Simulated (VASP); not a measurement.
# Na (Im-3m) in VASP: notebook

The runs below take Na through single point, relaxation of cell and atoms, with PBEsol.

Everything below comes from runs of VASP 6.6.1. Logs are shortened: lines on timing, memory, paths and dates and some standing lists are left out, and cuts for length are marked.

## Step 1: The cell of the first run

The structure is cubic, space group Im-3m (No. 229). Conventional cell: a = 3.308 Å, b = 3.308 Å, c = 3.308 Å, α = 90.00°, β = 90.00°, γ = 90.00°. Within 3.8 Å of Na (site symmetry m-3m) lie 14 Na at 2.86 to 3.31 Å.

## Step 2: Single point, PBEsol

INCAR

```
SYSTEM = Na
ALGO = Normal
EDIFF = 1E-6
ENCUT = 520
GGA = PS
ISIF = 2
ISMEAR = -1
LASPH = .TRUE.
LCHARG = .FALSE.
LREAL = .FALSE.
LWAVE = .FALSE.
NBANDS = 10
NELM = 80
PREC = Accurate
SIGMA = 0.05
```

KPOINTS

```
k-points
0
G
  9 9 9
  0 0 0
```

POSCAR

```
Na
1.0
   -1.6540373875      1.6540373875      1.6540373875
    1.6540373875     -1.6540373875      1.6540373875
    1.6540373875      1.6540373875     -1.6540373875
Na
1
Direct
    0.0000000000      0.0000000000      0.0000000000
```

Potentials or basis: VASP PAW PBE potentials, release 64 (Na_pv).

On the command line:

```sh
cat potpaw_PBE.64/Na_pv/POTCAR > POTCAR
mpirun -np 1 vasp_std > vasp.out
```

OUTCAR:

```text
SYSTEM = Na
   EDIFF = 1E-6
   ENCUT = 520
   GGA = PS
   ISIF = 2
   ISMEAR = -1
   LASPH = .TRUE.
   LREAL = .FALSE.
   NELM = 80
   PREC = Accurate

 ion  position               nearest neighbor table
   1  0.000  0.000  0.000-

  LATTYP: Found a body centered cubic cell.
 ALAT       =     3.3080747750

  Lattice vectors:

 A1 = (  -1.6540373875,   1.6540373875,   1.6540373875)
 A2 = (   1.6540373875,  -1.6540373875,   1.6540373875)
 A3 = (   1.6540373875,   1.6540373875,  -1.6540373875)

Analysis of symmetry for initial positions (statically):
=====================================================================
 Subroutine PRICEL returns:
 Original cell was already a primitive cell.

 Routine SETGRP: Setting up the symmetry group for a
 body centered cubic supercell.

 Subroutine GETGRP returns: Found 48 space group operations
 (whereof 48 operations were pure point group operations)
 out of a pool of 48 trial point group operations.

The static configuration has the point symmetry O_h .

Analysis of symmetry for dynamics (positions and initial velocities):
=====================================================================
 Subroutine PRICEL returns:
 Original cell was already a primitive cell.

 Routine SETGRP: Setting up the symmetry group for a
 body centered cubic supercell.

 Subroutine GETGRP returns: Found 48 space group operations
 (whereof 48 operations were pure point group operations)
 out of a pool of 48 trial point group operations.

The dynamic configuration has the point symmetry O_h .

 Subroutine INISYM returns: Found 48 space group operations
 (whereof 48 operations are pure point group operations),
 and found     1 'primitive' translations

----------------------------------------------------------------------------------------

                                     Primitive cell

  volume of cell :      18.1007

  direct lattice vectors                    reciprocal lattice vectors
    -1.654037388  1.654037388  1.654037388     0.000000000  0.302290628  0.302290628
     1.654037388 -1.654037388  1.654037388     0.302290628  0.000000000  0.302290628
     1.654037388  1.654037388 -1.654037388     0.302290628  0.302290628  0.000000000

  length of vectors
     2.864876793  2.864876793  2.864876793     0.427503505  0.427503505  0.427503505

  position of ions in fractional coordinates (direct lattice)
     0.000000000  0.000000000  0.000000000

  ion indices of the primitive-cell ions
   primitive index   ion index
                 1           1

----------------------------------------------------------------------------------------

 KPOINTS: k-points

Automatic generation of k-mesh.
 Grid dimensions read from file:
 generate k-points for:    9    9    9

 Generating k-lattice:

  Cartesian coordinates                     Fractional coordinates (reciprocal lattice)
     0.000000000  0.033587848  0.033587848     0.111111111  0.000000000  0.000000000
     0.033587848  0.000000000  0.033587848     0.000000000  0.111111111  0.000000000
     0.033587848  0.033587848  0.000000000     0.000000000  0.000000000  0.111111111

  Length of vectors
     0.047500389  0.047500389  0.047500389

  Shift w.r.t. Gamma in fractional coordinates (k-lattice)
     0.000000000  0.000000000  0.000000000

 Subroutine IBZKPT returns following result:
 ===========================================

 Found     35 irreducible k-points:

 Following reciprocal coordinates:
            Coordinates               Weight
  0.000000  0.000000  0.000000      1.000000
  0.111111  0.000000  0.000000     12.000000
  0.222222  0.000000  0.000000     12.000000
  0.333333  0.000000  0.000000     12.000000
  0.444444  0.000000  0.000000     12.000000
  0.111111  0.111111  0.000000     24.000000
[... 16 lines left out ...]
 -0.333333  0.444444  0.111111     48.000000
 -0.444444 -0.444444  0.111111     24.000000
 [... further k-points ...]
   k-points           NKPTS =     35   k-points in BZ     NKDIM =     35   number of bands    NBANDS=     10
   number of dos      NEDOS =    301   number of ions     NIONS =      1
   total plane-waves  NPLWV =  13824
   dimension x,y,z NGX =    24 NGY =   24 NGZ =   24
   dimension x,y,z NGXF=    48 NGYF=   48 NGZF=   48
   ions per type =               1
   NGX,Y,Z   is equivalent  to a cutoff of  13.93, 13.93, 13.93 a.u.
   NGXF,Y,Z  is equivalent  to a cutoff of  27.85, 27.85, 27.85 a.u.
 SYSTEM =  Na
   PREC   = accura    normal or accurate (medium, high low for compatibility)
   ISTART =      0    job   : 0-new  1-cont  2-samecut
   ICHARG =      2    charge: 1-file 2-atom 10-const
   ISPIN  =      1    spin polarized calculation?
   LNONCOLLINEAR =      F non collinear calculations
   LSORBIT =      F    spin-orbit coupling
   LASPH  =      T    aspherical Exc in radial PAW
   ENCUT  =  520.0 eV  38.22 Ry    6.18 a.u.   5.33  5.33  5.33*2*pi/ulx,y,z
   NELM   =     80;   NELMIN=  2; NELMDL= -5     # of ELM steps
   EDIFF  = 0.1E-05   stopping-criterion for ELM
   LREAL  =      F    real-space projection
   EDIFFG = 0.1E-04   stopping-criterion for IOM
   NSW    =      0    number of steps for IOM
   IBRION =     -1    ionic relax: 0-MD 1-quasi-New 2-CG
   NFREE  =      0    steps in history (QN), initial steepest desc. (CG)
   ISIF   =      2    stress and relaxation
   ISYM   =      2    0-nonsym 1-usesym 2-fastsym
   POTIM  = 0.5000    time-step for ionic-motion
   TEBEG  =    0.0;   TEEND  =   0.0 temperature during run
   PSTRESS=    0.0 pullay stress
   NELECT =       7.0000    total number of electrons
   NUPDOWN=      -1.0000    fix difference up-down
   EMIN   =  10.00;   EMAX   =-10.00  energy-range for DOS
   EFERMI =   0.00;   METHOD = LEGACY
   ISMEAR =    -1;   SIGMA  =   0.05  broadening in eV -4-tet -1-fermi 0-gaus
   EFERMI_NEDOS =   21; number of points for ismear=-14 and -15
   IALGO  =     38    algorithm
   IMIX   =      4    mixing-type and parameters
     AMIX     =   0.40;   BMIX     =  1.00
     AMIX_MAG =   1.60;   BMIX_MAG =  1.00
  volume/ion in A,a.u.               =      18.10       122.15
  Fermi-wavevector in a.u.,A,eV,Ry     =   1.192730  2.253933 19.355718  1.422605
  Thomas-Fermi vector in A             =   2.328761
   LORBIT       =      0    0 simple, 1 ext, 2 COOP (PROOUT), +10 PAW based schemes
   GGA     = PS    functional components
   LHFCALC =     F    Hartree Fock is set to
   AEXX    =    0.0000 exact exchange contribution
   IVDW    =     0    specifies the selected vdW correction
   LEPSILON=     F    determine dielectric tensor
   LRPA    =     F    only Hartree local field effects (RPA)
 non-spin polarized calculation
  energy-cutoff  :      520.00
  volume of cell :       18.10
 maximum number of plane-waves:       498
 NGX is ok and might be reduce to    24
   NGX = 11   NGY = 11   NGZ = 11

 number of electron       6.9999999 magnetization

 Free energy of the ion-electron system (eV)
  ---------------------------------------------------
  ext. energy  EPLUGINS =         0.00000000
  ---------------------------------------------------
  free energy    TOTEN  =        -0.75774096 eV

  energy without entropy =       -0.75544503  energy(sigma->0) =       -0.75659299

 E-fermi :   3.3886     XC(G=0):  -8.7787

 val. band max:        3.2781858964   @ k =  -0.3333   0.4444   0.1111
 cond. band min:       3.5813748443   @ k =   0.4444   0.0000   0.0000
 fundamental gap:      0.3031889479
 Fermi energy:         3.3886116826

 k-point     1 :       0.0000    0.0000    0.0000
  band No.  band energies     occupation
      1     -21.3173      2.00000
      2     -21.3173      2.00000
      3     -21.3173      2.00000
      4      -1.7551      2.00000
      5      20.5348      0.00000
      6      20.5349      0.00000
      7      20.5349      0.00000
      8      22.1486      0.00000
      9      22.1486      0.00000
     10      23.1275      0.00000

 k-point     2 :       0.1111    0.0000    0.0000
  band No.  band energies     occupation
      1     -21.3616      2.00000
      2     -21.3295      2.00000
      3     -21.3178      2.00000
      4      -1.3863      2.00000
      5      17.3892      0.00000
      6      18.8547      0.00000
      7      20.2497      0.00000
      8      20.6018      0.00000
      9      21.3935      0.00000
     10      24.9031      0.00000

 k-point     3 :       0.2222    0.0000    0.0000
  band No.  band energies     occupation
      1     -21.4709      2.00000
      2     -21.3602      2.00000
      3     -21.3191      2.00000
      4      -0.3128      2.00000
      5      13.2595      0.00000
      6      16.9458      0.00000
      7      19.1533      0.00000
      8      19.6982      0.00000
      9      21.3873      0.00000
     10      26.2223      0.00000

 k-point     4 :       0.3333    0.0000    0.0000
  band No.  band energies     occupation
      1     -21.5908      2.00000
      2     -21.3950      2.00000
      3     -21.3206      2.00000
      4       1.3829      2.00000
      5       9.6022      0.00000
      6      15.6294      0.00000
      7      18.2111      0.00000
      8      19.2382      0.00000
      9      20.9325      0.00000
     10      27.1008      0.00000
[... 222 lines left out ...]
 k-point    22 :      -0.4444    0.4444    0.1111
  band No.  band energies     occupation
      1     -21.6525      2.00000
      2     -21.4327      2.00000
      3     -21.3495      2.00000
      4       3.8738      0.00012
      5       6.7496      0.00000
      6      14.1459      0.00000
      7      15.9811      0.00000
      8      20.4241      0.00000
      9      22.4287      0.00000
     10      23.4659      0.00000

 k-point    23 :      -0.3333    0.4444    0.1111
  band No.  band energies     occupation
      1     -21.6089      2.00000
      2     -21.4571      2.00000
      3     -21.3705      2.00000
      4       3.2782      1.80202
      5       8.5739      0.00000
      6      12.0178      0.00000
      7      16.9560      0.00000
      8      20.5908      0.00000
      9      20.8363      0.00000
     10      25.2941      0.00000

 k-point    24 :      -0.4444   -0.4444    0.1111
  band No.  band energies     occupation
      1     -21.6345      2.00000
      2     -21.4750      2.00000
      3     -21.3705      2.00000
      4       5.2130      0.00000
      5       6.2640      0.00000
      6      11.6445      0.00000
      7      16.8718      0.00000
      8      20.3933      0.00000
      9      21.3524      0.00000
     10      24.6502      0.00000

 [... further k-points ...]

------------------------ aborting loop because EDIFF is reached ----------------------------------------

  FORCE on cell =-STRESS in cart. coord.  units (eV):
  Direction    XX          YY          ZZ          XY          YZ          ZX
  --------------------------------------------------------------------------------------
  -------------------------------------------------------------------------------------
  Total        2.2459352      2.2459352      2.2459352      0.0000000      0.0000000      0.0000000
  in kB      198.7979239    198.7979239    198.7979239      0.0000000      0.0000000      0.0000000
  external PRESSURE =     198.7979239 kB  Pullay stress =       0.0000000 kB

 VOLUME and BASIS-vectors are now :
 -----------------------------------------------------------------------------
  energy-cutoff  :      520.00
  volume of cell :       18.10
      direct lattice vectors                 reciprocal lattice vectors
    -1.654037388  1.654037388  1.654037388     0.000000000  0.302290628  0.302290628
     1.654037388 -1.654037388  1.654037388     0.302290628  0.000000000  0.302290628
     1.654037388  1.654037388 -1.654037388     0.302290628  0.302290628  0.000000000

 POSITION                                       TOTAL-FORCE (eV/Angst)
 -----------------------------------------------------------------------------------
      0.00000      0.00000      0.00000        -0.000000     -0.000000     -0.000000
 -----------------------------------------------------------------------------------
    total drift:                               -0.000000      0.000000      0.000000

  FREE ENERGIE OF THE ION-ELECTRON SYSTEM (eV)
  ---------------------------------------------------
  free  energy   TOTEN  =        -0.7577409604 eV

  energy  without entropy=       -0.7554450268  energy(sigma->0) =       -0.75659299
```

Run time: 7.5 s. Hardware: 1 thread of AMD EPYC 7R13, shared host; peak memory 0.1 GiB.

Results:

- Free energy: -0.7577 eV
- Pressure: 19.9 GPa
- Band gap on the k mesh: zero (an odd number of electrons rules out a gap without spin polarisation)

Levels at points of the mesh, in eV from the Fermi level:
```
           k point  band 1  band 2  band 3  band 4  band 5  band 6  band 7  band 8
(0.00, 0.00, 0.00)  -24.71  -24.71  -24.71   -5.14   17.15   17.15   17.15   18.76
```

Caveat: the cell stands under pressure; the PAW data sets were made with another functional, which shifts forces and pressure a little.

## Step 3: Single point, PBEsol

This run uses another cell than the first one, of 21.97 Å³/atom.

INCAR

```
PREC = Accurate
ENCUT = 520
EDIFF = 1E-7
ISMEAR = -1
SIGMA = 0.05
LREAL = False
LASPH = True
NELM = 100
ALGO = Normal
ISIF = 2
LWAVE = False
LCHARG = False
GGA = PS
NBANDS = 10
```

KPOINTS

```
regular mesh
0
Gamma
  9 9 9
```

POSCAR

```
Na
1.0
   -1.7643390581      1.7643390581      1.7643390581
    1.7643390581     -1.7643390581      1.7643390581
    1.7643390581      1.7643390581     -1.7643390581
Na
1
Direct
    0.0000000000      0.0000000000      0.0000000000
```

Potentials or basis: VASP PAW PBE potentials, release 64 (Na_pv).

On the command line:

```sh
cat potpaw_PBE.64/Na_pv/POTCAR > POTCAR
mpirun -np 1 vasp_std > vasp.out
```

Wall time 11 s (1 thread of AMD EPYC 7R13, shared host); peak memory 0.1 GiB.

Results (log left out):

```
Free energy            : -1.1066 eV
Pressure               : 10.0 GPa
Band gap on the k mesh : zero (an odd number of electrons rules out a gap without spin polarisation)
```

Levels at points of the mesh, in eV from the Fermi level:
| k point | band 1 | band 2 | band 3 | band 4 | band 5 | band 6 | band 7 |
| --- | --- | --- | --- | --- | --- | --- | --- |
| (0.00, 0.00, 0.00) | -24.59 | -24.59 | -24.59 | -4.55 | 15.56 | 15.56 | 15.56 |

Caveat: the cell stands under pressure; the PAW data sets were made with another functional, which shifts forces and pressure a little.

## Step 4: Single point, PBEsol

This run uses another cell than the first one, of 25.83 Å³/atom.

INCAR

```
SYSTEM = Na
PREC = Accurate
ENCUT = 520
EDIFF = 1E-6
ISMEAR = -1
SIGMA = 0.05
LREAL = .False.
LASPH = .True.
NELM = 80
ALGO = Normal
ISIF = 2
LWAVE = .False.
LCHARG = .False.
GGA = PS
NBANDS = 10
```

KPOINTS

```
Automatic mesh
0
Gamma
  9 9 9
  0 0 0
```

POSCAR

```
Na
1.0
   -1.8621837592      1.8621837592      1.8621837592
    1.8621837592     -1.8621837592      1.8621837592
    1.8621837592      1.8621837592     -1.8621837592
Na
1
Direct
    0.0000000000      0.0000000000      0.0000000000
```

Potentials or basis: VASP PAW PBE potentials, release 64 (Na_pv).

On the command line:

```sh
cat potpaw_PBE.64/Na_pv/POTCAR > POTCAR
mpirun -np 1 vasp_std > vasp.out
```

OUTCAR:

```text
SYSTEM = Na
   PREC = Accurate
   ENCUT = 520
   EDIFF = 1E-6
   ISMEAR = -1
   LREAL = .False.
   LASPH = .True.
   NELM = 80
   ISIF = 2
   GGA = PS

 ion  position               nearest neighbor table
   1  0.000  0.000  0.000-

  LATTYP: Found a body centered cubic cell.
 ALAT       =     3.7243675184

  Lattice vectors:

 A1 = (  -1.8621837592,   1.8621837592,   1.8621837592)
 A2 = (   1.8621837592,  -1.8621837592,   1.8621837592)
[... 490 lines left out ...]
     10      18.2785      0.00000

 [... further k-points ...]

------------------------ aborting loop because EDIFF is reached ----------------------------------------

  FORCE on cell =-STRESS in cart. coord.  units (eV):
  Direction    XX          YY          ZZ          XY          YZ          ZX
  --------------------------------------------------------------------------------------
  -------------------------------------------------------------------------------------
  Total        0.7936834      0.7936834      0.7936834      0.0000000      0.0000000     -0.0000000
  in kB       49.2300506     49.2300506     49.2300506      0.0000000      0.0000000     -0.0000000
  external PRESSURE =      49.2300506 kB  Pullay stress =       0.0000000 kB

 VOLUME and BASIS-vectors are now :
 -----------------------------------------------------------------------------
  energy-cutoff  :      520.00
  volume of cell :       25.83
      direct lattice vectors                 reciprocal lattice vectors
    -1.862183759  1.862183759  1.862183759     0.000000000  0.268501966  0.268501966
     1.862183759 -1.862183759  1.862183759     0.268501966  0.000000000  0.268501966
     1.862183759  1.862183759 -1.862183759     0.268501966  0.268501966  0.000000000

 POSITION                                       TOTAL-FORCE (eV/Angst)
 -----------------------------------------------------------------------------------
      0.00000      0.00000      0.00000         0.000000     -0.000000     -0.000000
 -----------------------------------------------------------------------------------
    total drift:                               -0.000000      0.000000      0.000000

  FREE ENERGIE OF THE ION-ELECTRON SYSTEM (eV)
  ---------------------------------------------------
  free  energy   TOTEN  =        -1.2815339968 eV

  energy  without entropy=       -1.2788522227  energy(sigma->0) =       -1.28019311
```

OSZICAR:

```text
N       E                     dE             d eps       ncg     rms          rms(c)
DAV:   1     0.299531913860E+02    0.29953E+02   -0.40685E+03   702   0.658E+02
DAV:   2    -0.645079365735E+00   -0.30598E+02   -0.30461E+02   734   0.165E+02
DAV:   3    -0.128299755548E+01   -0.63792E+00   -0.63758E+00   886   0.238E+01
DAV:   4    -0.128656044732E+01   -0.35629E-02   -0.35627E-02   810   0.175E+00
DAV:   5    -0.128659831446E+01   -0.37867E-04   -0.37867E-04   828   0.182E-01    0.324E-01
DAV:   6    -0.128312331865E+01    0.34750E-02   -0.36056E-03   816   0.904E-01    0.186E-01
DAV:   7    -0.128160809106E+01    0.15152E-02   -0.30367E-03   852   0.745E-01    0.473E-02
DAV:   8    -0.128153382360E+01    0.74267E-04   -0.22614E-04   786   0.265E-01    0.228E-03
DAV:   9    -0.128153399680E+01   -0.17320E-06   -0.91167E-07   592   0.110E-02
   1 F= -.12815340E+01 E0= -.12801931E+01  d E =-.268177E-02
```

stdout:

```text
POSCAR found type information on POSCAR Na
 POSCAR found :  1 types and       1 ions
 scaLAPACK will be used
 -----------------------------------------------------------------------------
|                                                                             |
|                                                                             |
|     You enforced a specific xc type in the INCAR file but a different       |
|     I HOPE YOU KNOW WHAT YOU ARE DOING!                                     |
|                                                                             |
 -----------------------------------------------------------------------------

 LDA part: xc-table for (Slater+PW92), standard interpolation
 POSCAR, INCAR and KPOINTS ok, starting setup
 FFT: planning ... GRIDC
 FFT: planning ... GRID_SOFT
 FFT: planning ... GRID
 WAVECAR not read
 entering main loop
```

It took 9.6 s on 1 thread of AMD EPYC 7R13, shared host; peak memory 0.1 GiB.

Results:

| Item | Value |
| --- | --- |
| Free energy | -1.2815 eV |
| Pressure | 4.9 GPa |
| Band gap on the k mesh | zero (an odd number of electrons rules out a gap without spin polarisation) |

Levels at points of the mesh, in eV from the Fermi level:
| k point | band 1 | band 2 | band 3 | band 4 | band 5 | band 6 | band 7 | band 8 |
| --- | --- | --- | --- | --- | --- | --- | --- | --- |
| (0.00, 0.00, 0.00) | -24.58 | -24.58 | -24.58 | -4.11 | 14.30 | 14.30 | 14.30 | 15.56 |

Caveat: the cell stands under pressure; the PAW data sets were made with another functional, which shifts forces and pressure a little.

(Part 1 of 2 ends here.)
